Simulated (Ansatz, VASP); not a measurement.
## One calculation of In, two programs

INCAR

```
SYSTEM = In
PREC     = Accurate       ! precision mode
ENCUT    = 520            ! plane-wave cutoff, eV
EDIFF    = 1E-6           ! SCF threshold, eV
ISMEAR   = -1             ! smearing method
SIGMA    = 0.1            ! smearing width, eV
LREAL    = .False.        ! projectors in reciprocal space
LASPH    = .True.         ! aspherical terms in the spheres
NELM     = 100            ! most SCF steps
ALGO     = Normal         ! electronic algorithm
ISIF     = 2              ! what is computed and relaxed
LWAVE    = .False.        ! write WAVECAR
LCHARG   = .False.        ! write CHGCAR
GGA      = PE             ! functional
NBANDS   = 34             ! bands
```

File KPOINTS:

```
regular mesh
0
Gamma
  12 12 4
  0 0 0
```

POSCAR

```
In
1.0
    3.2534250899      0.0000000000      0.0000000000
   -1.6267125449      2.8175487772      0.0000000000
    0.0000000000      0.0000000000     10.5680761109
In
4
Direct
    1.0000000000      1.0000000000      0.0000000000
    1.0000000000      1.0000000000      0.5000000000
    0.3333333333      0.6666666667      0.2500000000
    0.6666666667      0.3333333333      0.7500000000
```

Input for Ansatz:

```yaml
crystal:
  lattice:
    - [3.2534250899, 0.0, 0.0]
    - [-1.6267125449, 2.8175487772, 0.0]
    - [0.0, 0.0, 10.5680761109]
  atoms:
    - { symbol: In, position: [1.0, 1.0, 0.0] }
    - { symbol: In, position: [1.0, 1.0, 0.5] }
    - { symbol: In, position: [0.3333333333, 0.6666666667, 0.25] }
    - { symbol: In, position: [0.6666666667, 0.3333333333, 0.75] }
hamiltonian:
  xc: pbe
  pseudopotentials:
    kind: paw
    azcp:
      In: "pseudopotentials/In.paw.azcp"
basis:
  ecutwfc: 420
  fft_grid_basis: typed
kpoints:
  mp_grid: { grid: [12, 12, 4], shift: [0, 0, 0] }
magnetization:
  spin_polarized: false
scf:
  occupations: { method: fermi_dirac, width: 0.1 }
  lower_state_search: "off"
output:
  stress: true
```

Alike in both runs: task single point; functional PBE; k mesh 12 × 12 × 4; occupations fermi-dirac, width 0.1 eV; no spin polarisation.

|  | VASP | Ansatz |
| --- | --- | --- |
| version | VASP 6.6.1 | Ansatz 0.2.0 |
| potentials or method | VASP PAW PBE potentials, release 64 (In_d), cutoff 520 eV | plane waves (420 eV) with PAW, scalar-relativistic |
| valence electrons in the cell | 52 | 52 |

```tsv
	VASP	Ansatz	Ansatz less VASP
pressure (GPa)	6.2	6.3	+0.07
traceless stress, the component that is largest in VASP (GPa)	0.10	0.10	0.000
```
